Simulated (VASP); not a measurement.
# CuO (Tenorite) (Cc) in VASP: notebook, part 2 of 2

VASP 6.6.1. The steps go on from the part before.

## Step 3: Single point, PBEsol

This run uses another cell than the first one, of 9.37 Å³/atom, 0.922 times its volume.

File INCAR:

```
SYSTEM = CuO
PREC     = Accurate       ! precision mode
ENCUT    = 520            ! plane-wave cutoff, eV
EDIFF    = 1E-6           ! SCF threshold, eV
ISMEAR   = -1             ! smearing method
SIGMA    = 0.05           ! smearing width, eV
LREAL    = .False.        ! projectors in reciprocal space
LASPH    = .True.         ! aspherical terms in the spheres
NELM     = 80             ! most SCF steps
ALGO     = Normal         ! electronic algorithm
ISIF     = 2              ! what is computed and relaxed
LWAVE    = .False.        ! write WAVECAR
LCHARG   = .False.        ! write CHGCAR
GGA      = PS             ! functional
NBANDS   = 25             ! bands
```

File KPOINTS:

```
Automatic mesh
0
Gamma
  8 8 5
  0 0 0
```

File POSCAR:

```
CuO
1.0
    2.2508640000     -1.6448640000      0.0000000000
    2.2508640000      1.6448640000      0.0000000000
   -0.8261321810      0.0000000000      5.0594363927
Cu O
2 2
Direct
    0.4968000000      0.0032000000      0.5000000000
    0.0032000000      0.4968000000      0.0000000000
    0.4056000000      0.5714000000      0.7537000000
    0.5714000000      0.4056000000      0.2537000000
```

Potentials or basis: VASP PAW PBE potentials, release 64 (Cu, O).

Started as:

```bash
cat potpaw_PBE.64/Cu/POTCAR potpaw_PBE.64/O/POTCAR > POTCAR
mpirun -np 1 vasp_std > vasp.out
```

OUTCAR:

```text
SYSTEM = CuO
   PREC = Accurate
   ENCUT = 520
   EDIFF = 1E-6
   ISMEAR = -1
   LREAL = .False.
   LASPH = .True.
   NELM = 80
   ISIF = 2
   GGA = PS

 ion  position               nearest neighbor table
   1  0.497  0.003  0.500-   4 1.86   3 1.89   4 1.93   3 1.97
   2  0.003  0.497  0.000-   3 1.86   4 1.89   3 1.93   4 1.97
   3  0.406  0.571  0.754-   2 1.86   1 1.89   2 1.93   1 1.97
   4  0.571  0.406  0.254-   1 1.86   2 1.89   1 1.93   2 1.97

  LATTYP: Found a base centered monoclinic cell.
 ALAT       =     4.5017280000
 B/A-ratio  =     0.7307700510
 C/A-ratio  =     1.1387716855
 COS(beta)  =    -0.1611512315

  Lattice vectors:

 A1 = (   2.2508640000,  -1.6448640000,   0.0000000000)
 A2 = (   2.2508640000,   1.6448640000,   0.0000000000)
 A3 = (  -0.8261321810,   0.0000000000,   5.0594363927)

Analysis of symmetry for initial positions (statically):
=====================================================================
 Subroutine PRICEL returns:
 Original cell was already a primitive cell.

 Routine SETGRP: Setting up the symmetry group for a
 base centered monoclinic supercell.

 Subroutine GETGRP returns: Found  2 space group operations
 (whereof  1 operations were pure point group operations)
 out of a pool of  4 trial point group operations.

The static configuration has the point symmetry C_1 .
 The point group associated with its full space group is C_1h.

Analysis of symmetry for dynamics (positions and initial velocities):
=====================================================================
 Subroutine PRICEL returns:
 Original cell was already a primitive cell.

 Routine SETGRP: Setting up the symmetry group for a
 base centered monoclinic supercell.

 Subroutine GETGRP returns: Found  2 space group operations
 (whereof  1 operations were pure point group operations)
 out of a pool of  4 trial point group operations.

The dynamic configuration has the point symmetry C_1 .
 The point group associated with its full space group is C_1h.

 Subroutine INISYM returns: Found  2 space group operations
 (whereof  1 operations are pure point group operations),
 and found     1 'primitive' translations

----------------------------------------------------------------------------------------

                                     Primitive cell

  volume of cell :      37.4638

  direct lattice vectors                    reciprocal lattice vectors
     2.250864000 -1.644864000  0.000000000     0.222136922 -0.303976499  0.036271720
     2.250864000  1.644864000  0.000000000     0.222136922  0.303976499  0.036271720
    -0.826132181  0.000000000  5.059436393     0.000000000  0.000000000  0.197650474

  length of vectors
     2.787824658  2.787824658  5.126440382     0.378235590  0.378235590  0.197650474

  position of ions in fractional coordinates (direct lattice)
     0.496800000  0.003200000  0.500000000
     0.003200000  0.496800000  0.000000000
     0.405600000  0.571400000  0.753700000
     0.571400000  0.405600000  0.253700000

  ion indices of the primitive-cell ions
   primitive index   ion index
                 1           1
                 2           2
                 3           3
                 4           4

----------------------------------------------------------------------------------------

 KPOINTS: Automatic mesh

Automatic generation of k-mesh.
 Grid dimensions read from file:
 generate k-points for:    8    8    5

 Generating k-lattice:

  Cartesian coordinates                     Fractional coordinates (reciprocal lattice)
     0.027767115 -0.037997062  0.004533965     0.125000000 -0.000000000  0.000000000
     0.027767115  0.037997062  0.004533965    -0.000000000  0.125000000  0.000000000
     0.000000000  0.000000000  0.039530095     0.000000000  0.000000000  0.200000000

  Length of vectors
     0.047279449  0.047279449  0.039530095

  Shift w.r.t. Gamma in fractional coordinates (k-lattice)
     0.000000000  0.000000000  0.000000000

 Subroutine IBZKPT returns following result:
 ===========================================

 Found     93 irreducible k-points:

 Following reciprocal coordinates:
            Coordinates               Weight
  0.000000  0.000000  0.000000      1.000000
  0.125000  0.000000  0.000000      4.000000
  0.250000  0.000000  0.000000      4.000000
  0.375000  0.000000  0.000000      4.000000
  0.500000  0.000000  0.000000      2.000000
  0.125000  0.125000  0.000000      2.000000
[... 16 lines left out ...]
  0.125000  0.000000  0.200000      4.000000
  0.250000  0.000000  0.200000      4.000000
 [... further k-points ...]
   k-points           NKPTS =     93   k-points in BZ     NKDIM =     93   number of bands    NBANDS=     25
   number of dos      NEDOS =    301   number of ions     NIONS =      4
   total plane-waves  NPLWV =  23040
   dimension x,y,z NGX =    24 NGY =   24 NGZ =   40
   dimension x,y,z NGXF=    48 NGYF=   48 NGZF=   80
   ions per type =               2   2
   NGX,Y,Z   is equivalent  to a cutoff of  14.31, 14.31, 12.97 a.u.
   NGXF,Y,Z  is equivalent  to a cutoff of  28.62, 28.62, 25.94 a.u.
 SYSTEM =  CuO
   PREC   = accura    normal or accurate (medium, high low for compatibility)
   ISTART =      0    job   : 0-new  1-cont  2-samecut
   ICHARG =      2    charge: 1-file 2-atom 10-const
   ISPIN  =      1    spin polarized calculation?
   LNONCOLLINEAR =      F non collinear calculations
   LSORBIT =      F    spin-orbit coupling
   LASPH  =      T    aspherical Exc in radial PAW
   ENCUT  =  520.0 eV  38.22 Ry    6.18 a.u.   5.18  5.18  9.53*2*pi/ulx,y,z
   NELM   =     80;   NELMIN=  2; NELMDL= -5     # of ELM steps
   EDIFF  = 0.1E-05   stopping-criterion for ELM
   LREAL  =      F    real-space projection
   EDIFFG = 0.1E-04   stopping-criterion for IOM
   NSW    =      0    number of steps for IOM
   IBRION =     -1    ionic relax: 0-MD 1-quasi-New 2-CG
   NFREE  =      0    steps in history (QN), initial steepest desc. (CG)
   ISIF   =      2    stress and relaxation
   ISYM   =      2    0-nonsym 1-usesym 2-fastsym
   POTIM  = 0.5000    time-step for ionic-motion
   TEBEG  =    0.0;   TEEND  =   0.0 temperature during run
   PSTRESS=    0.0 pullay stress
   NELECT =      34.0000    total number of electrons
   NUPDOWN=      -1.0000    fix difference up-down
   EMIN   =  10.00;   EMAX   =-10.00  energy-range for DOS
   EFERMI =   0.00;   METHOD = LEGACY
   ISMEAR =    -1;   SIGMA  =   0.05  broadening in eV -4-tet -1-fermi 0-gaus
   EFERMI_NEDOS =   21; number of points for ismear=-14 and -15
   IALGO  =     38    algorithm
   IMIX   =      4    mixing-type and parameters
     AMIX     =   0.40;   BMIX     =  1.00
     AMIX_MAG =   1.60;   BMIX_MAG =  1.00
  volume/ion in A,a.u.               =       9.37        63.20
  Fermi-wavevector in a.u.,A,eV,Ry     =   1.585005  2.995225 34.181118  2.512241
  Thomas-Fermi vector in A             =   2.684536
   LORBIT       =      0    0 simple, 1 ext, 2 COOP (PROOUT), +10 PAW based schemes
   GGA     = PS    functional components
   LHFCALC =     F    Hartree Fock is set to
   AEXX    =    0.0000 exact exchange contribution
   IVDW    =     0    specifies the selected vdW correction
   LEPSILON=     F    determine dielectric tensor
   LRPA    =     F    only Hartree local field effects (RPA)
 non-spin polarized calculation
  energy-cutoff  :      520.00
  volume of cell :       37.46
 maximum number of plane-waves:      1023
 NGX is ok and might be reduce to    24
   NGX = 11   NGY = 11   NGZ = 19

 number of electron      33.9999995 magnetization

 Free energy of the ion-electron system (eV)
  ---------------------------------------------------
  ext. energy  EPLUGINS =         0.00000000
  ---------------------------------------------------
  free energy    TOTEN  =       -21.17727697 eV

  energy without entropy =      -21.15941837  energy(sigma->0) =      -21.16834767

 E-fermi :   6.6292     XC(G=0): -12.6519

 val. band max:        6.6063674451   @ k =  -0.3750   0.2500   0.4000
 cond. band min:       6.6374456565   @ k =   0.2500   0.1250   0.0000
 fundamental gap:      0.0310782114
 Fermi energy:         6.6291635716

 k-point     1 :       0.0000    0.0000    0.0000
  band No.  band energies     occupation
      1     -13.9298      2.00000
      2     -12.4868      2.00000
      3      -2.3880      2.00000
      4       0.6656      2.00000
      5       1.0016      2.00000
      6       2.8270      2.00000
[... 17 lines left out ...]
     24      23.0772      0.00000
     25      23.4944      0.00000
[... 621 lines left out ...]
      3      -1.4640      2.00000
      4       0.1299      2.00000
      5       0.4646      2.00000
      6       0.9074      2.00000
[... 17 lines left out ...]
     24      21.6846      0.00000
     25      22.0336      0.00000

 [... further k-points ...]
[... 5 lines left out ...]
  --------------------------------------------------------------------------------------
  -------------------------------------------------------------------------------------
  Total        3.7637556      3.0344262      2.6719528      0.0000000      0.0000000     -0.6928387
  in kB      160.9609804    129.7704394    114.2688817      0.0000000      0.0000000    -29.6299769
  external PRESSURE =     135.0001005 kB  Pullay stress =       0.0000000 kB

 VOLUME and BASIS-vectors are now :
 -----------------------------------------------------------------------------
  energy-cutoff  :      520.00
  volume of cell :       37.46
      direct lattice vectors                 reciprocal lattice vectors
     2.250864000 -1.644864000  0.000000000     0.222136922 -0.303976499  0.036271720
     2.250864000  1.644864000  0.000000000     0.222136922  0.303976499  0.036271720
    -0.826132181  0.000000000  5.059436393     0.000000000  0.000000000  0.197650474

 POSITION                                       TOTAL-FORCE (eV/Angst)
 -----------------------------------------------------------------------------------
      0.71237     -0.81190      2.52972        -0.766721     -0.449535      0.326656
      1.12543      0.81190      0.00000        -0.766721      0.449535      0.326656
      1.57644      0.27272      3.81330         0.766721     -0.176949     -0.326656
      1.98950     -0.27272      1.28358         0.766721      0.176949     -0.326656
 -----------------------------------------------------------------------------------
    total drift:                               -0.000115      0.000000     -0.000189

  FREE ENERGIE OF THE ION-ELECTRON SYSTEM (eV)
  ---------------------------------------------------
  free  energy   TOTEN  =       -21.1772769684 eV

  energy  without entropy=      -21.1594183708  energy(sigma->0) =      -21.16834767
```

It took 76 s on 1 thread of Intel Xeon Platinum 8375C at 2.90GHz (Ice Lake), shared host; peak memory 0.21 GiB.

What came out:

| Quantity | Value |
| --- | --- |
| Free energy | -21.1773 eV |
| Pressure | 13.5 GPa |
| Largest force | 0.947 eV/Å |
| Band gap on the k mesh | zero (band 17 reaches 6.84 eV, above the bottom of band 18 at 6.38 eV) |

Forces on the atoms (eV/Å):
```
Cu  -0.767 -0.450  0.327
Cu  -0.767  0.450  0.327
O    0.767 -0.177 -0.327
O    0.767  0.177 -0.327
```

Stress tensor (GPa, compression positive):
```
16.10  0.00 -2.96
 0.00 12.98  0.00
-2.96  0.00 11.43
```

Caveat: the PAW data sets were made with another functional, which shifts forces and pressure a little; semilocal functionals often make such compounds metallic where correlation or magnetic order opens a gap, which also shifts bond lengths.

## Step 4: Single point, PBEsol

This run uses another cell than the first one, of 9.76 Å³/atom, 0.960 times its volume.

File INCAR:

```
SYSTEM = CuO
PREC = Accurate
ENCUT = 520
EDIFF = 1E-6
ISMEAR = -1
SIGMA = 0.05
LREAL = .FALSE.
LASPH = .TRUE.
NELM = 60
ALGO = Normal
ISIF = 2
LWAVE = .FALSE.
LCHARG = .FALSE.
GGA = PS
NBANDS = 25
```

File KPOINTS:

```
regular mesh
0
G
  8 8 5
  0 0 0
```

File POSCAR:

```
CuO
1.0
    2.2977570000     -1.6791320000      0.0000000000
    2.2977570000      1.6791320000      0.0000000000
   -0.8433432681      0.0000000000      5.0594363927
Cu O
2 2
Direct
    0.4968000000      0.0032000000      0.5000000000
    0.0032000000      0.4968000000      0.0000000000
    0.4056000000      0.5714000000      0.7537000000
    0.5714000000      0.4056000000      0.2537000000
```

Started as:

```bash
cat potpaw_PBE.64/Cu/POTCAR potpaw_PBE.64/O/POTCAR > POTCAR
mpirun -np 1 vasp_std > vasp.out
```

Run time: 73 s. Hardware: 1 thread of Intel Xeon Platinum 8375C at 2.90GHz (Ice Lake), shared host; peak memory 0.21 GiB.

Results (log left out):

* Free energy: -21.2791 eV
* Pressure: 5.0 GPa
* Largest force: 0.841 eV/Å
* Band gap on the k mesh: zero (band 17 reaches 6.27 eV, above the bottom of band 18 at 5.80 eV)

Forces on the atoms (eV/Å):
```
Cu  -0.691 -0.390  0.278
Cu  -0.691  0.390  0.278
O    0.691 -0.277 -0.278
O    0.691  0.277 -0.278
```

Stress tensor (GPa, compression positive):
```
 6.10  0.00 -1.97
 0.00  5.90  0.00
-1.97  0.00  3.08
```

Levels at points of the mesh, in eV from the Fermi level:
```tsv
k point	band 15	band 16	band 17	band 18	band 19	band 20
(0.00, 0.00, 0.00)	-2.24	-1.76	0.22	0.94	1.80	6.06
(0.50, 0.00, 0.00)	-1.54	-1.44	-0.04	0.27	4.64	6.42
(0.50, 0.50, 0.00)	-1.72	-1.23	-0.64	1.14	3.25	7.09
```

Caveat: the PAW data sets were made with another functional, which shifts forces and pressure a little; semilocal functionals often make such compounds metallic where correlation or magnetic order opens a gap, which also shifts bond lengths.

## Step 5: Single point, PBEsol

This run uses another cell than the first one, of 9.96 Å³/atom, 0.980 times its volume.

File INCAR:

```
  ALGO = Normal
  EDIFF = 1E-6
  ENCUT = 520
  GGA = PS
  ISIF = 2
  ISMEAR = -1
  LASPH = True
  LCHARG = False
  LREAL = False
  LWAVE = False
  NBANDS = 25
  NELM = 60
  PREC = Accurate
  SIGMA = 0.05
```

File KPOINTS:

```
k-points
0
Gamma
  8 8 5
```

File POSCAR:

```
CuO
1.0
    2.3212035000     -1.6962660000      0.0000000000
    2.3212035000      1.6962660000      0.0000000000
   -0.8519488116      0.0000000000      5.0594363927
Cu O
2 2
Direct
    0.4968000000      0.0032000000      0.5000000000
    0.0032000000      0.4968000000      0.0000000000
    0.4056000000      0.5714000000      0.7537000000
    0.5714000000      0.4056000000      0.2537000000
```

Started as:

```bash
cat potpaw_PBE.64/Cu/POTCAR potpaw_PBE.64/O/POTCAR > POTCAR
mpirun -np 1 vasp_std > vasp.out
```

It took 97 s on 1 thread of Intel Xeon Platinum 8375C at 2.90GHz (Ice Lake), shared host; peak memory 0.21 GiB.

Results (log left out):

| Item | Value |
| --- | --- |
| Free energy | -21.3005 eV |
| Pressure | 1.4 GPa |
| Largest force | 0.790 eV/Å |
| Band gap on the k mesh | zero (band 17 reaches 6.00 eV, above the bottom of band 18 at 5.52 eV) |

Forces in eV/Å, atoms in the order of the input:
```
Cu  -0.653 -0.362  0.256
Cu  -0.653  0.362  0.256
O    0.653 -0.323 -0.256
O    0.653  0.323 -0.256
```

Stress tensor (GPa, compression positive):
```
 1.71  0.00 -1.52
 0.00  2.79  0.00
-1.52  0.00 -0.44
```

Levels at points of the mesh, in eV from the Fermi level:
| k point | band 13 | band 14 | band 15 | band 16 | band 17 | band 18 | band 19 | band 20 | band 21 | band 22 |
| --- | --- | --- | --- | --- | --- | --- | --- | --- | --- | --- |
| (0.00, 0.00, 0.00) | -2.37 | -2.26 | -2.18 | -1.69 | 0.22 | 0.93 | 1.73 | 5.99 | 8.16 | 13.43 |
| (0.50, 0.00, 0.00) | -2.06 | -1.61 | -1.50 | -1.41 | -0.04 | 0.28 | 4.72 | 6.32 | 7.02 | 11.15 |
| (0.50, 0.50, 0.00) | -2.18 | -2.15 | -1.70 | -1.22 | -0.64 | 1.10 | 3.26 | 7.02 | 8.48 | 10.14 |

Caveat: the PAW data sets were made with another functional, which shifts forces and pressure a little; semilocal functionals often make such compounds metallic where correlation or magnetic order opens a gap, which also shifts bond lengths.

## Step 6: Overview

| level | cell | k mesh | gap on the mesh (eV) | pressure (GPa) | largest force (eV/Å) |
| --- | --- | --- | --- | --- | --- |
| PBE | a = 2.904, b = 2.904, c = 5.132 Å, angles 97.8, 97.8, 72.3°, 4 atoms | 10 × 10 × 5 | none | 6.4 | 0.79 |
| PBEsol | a = 2.788, b = 2.788, c = 5.126 Å, angles 97.5, 97.5, 72.3°, 4 atoms | 8 × 8 × 5 | none | 13.5 | 0.95 |
| PBEsol | a = 2.846, b = 2.846, c = 5.129 Å, angles 97.6, 97.6, 72.3°, 4 atoms | 8 × 8 × 5 | none | 5.0 | 0.84 |
| PBEsol | a = 2.875, b = 2.875, c = 5.131 Å, angles 97.7, 97.7, 72.3°, 4 atoms | 8 × 8 × 5 | none | 1.4 | 0.79 |

Alike in all rows: task single point; potentials or basis VASP PAW PBE potentials, release 64 (Cu, O); no spin polarisation; cutoff (eV) 520; smearing fermi-dirac 0.05 eV.

Caveats: semilocal functionals often make such compounds metallic where correlation or magnetic order opens a gap, which also shifts bond lengths; the PAW data sets were made with another functional, which shifts forces and pressure a little (some runs).

Total energies depend on the potentials used, so only differences within one code and one set of settings carry meaning.
